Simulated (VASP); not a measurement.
Set up this calculation in VASP 6.6.1, as the native input.

```yaml
Task: single point
Functional: LDA
Potentials_or_basis: VASP PAW LDA potentials, release 64 (Sn_d, O)
Cutoff: 600 eV
k_mesh: 5 × 5 × 2
Occupations: fermi-dirac, width 0.1 eV
Spin: no spin polarisation
Dipole_correction: no
Further_INCAR_settings: ALGO = Normal; EDIFF = 1e-06; NBANDS = 50
```

The structure of SnO lies in POSCAR:

```
SnO
1.0
    2.6640248532     -2.6640250545      0.0000000000
    2.6640248532      2.6640250545      0.0000000000
    0.0000000000      0.0000000000      9.3303040695
Sn O
4 4
Direct
    0.7500240316      0.2499759684      0.8727099153
    0.7499759684      0.2500240316      0.3727099153
    0.2499759684      0.7500240316      0.1272900847
    0.2500240316      0.7499759684      0.6272900847
    0.2500520032      0.2499479968      0.2500000000
    0.2499479968      0.2500520032      0.7500000000
    0.7500520032      0.7499479968      0.2500000000
    0.7499479968      0.7500520032      0.7500000000
```

These files were run (other wordings do the same):

INCAR

```
SYSTEM = SnO
ALGO = Normal
EDIFF = 1E-6
ENCUT = 600
GGA = CA
GGA_COMPAT = .FALSE.
ISIF = 2
ISMEAR = -1
LASPH = .TRUE.
LCHARG = .FALSE.
LREAL = .FALSE.
LWAVE = .FALSE.
NBANDS = 50
NELM = 120
PREC = Accurate
SIGMA = 0.1
```

KPOINTS

```
k-points
0
G
  5 5 2
  0 0 0
```

Potentials or basis: VASP PAW LDA potentials, release 64 (Sn_d, O).

The run is started by

```sh
$ cat potpaw_LDA.64/Sn_d/POTCAR potpaw_LDA.64/O/POTCAR > POTCAR
$ mpirun -np 1 vasp_std > vasp.out
```

Results of the run:

| Property | Result |
| --- | --- |
| Pressure | 0.2 GPa |
| Largest force | 0.114 eV/Å |
| Band gap on the k mesh | 0.26 eV |

Caveat: spin-orbit coupling is left out, which moves the levels of the heavy elements; an odd mesh through Γ misses points on the zone boundary, where band edges can lie.

It took 2 min on 1 thread of Intel(R) Xeon(R) Platinum 8488C (Sapphire Rapids) (shared host), peak memory 0.27 GiB.
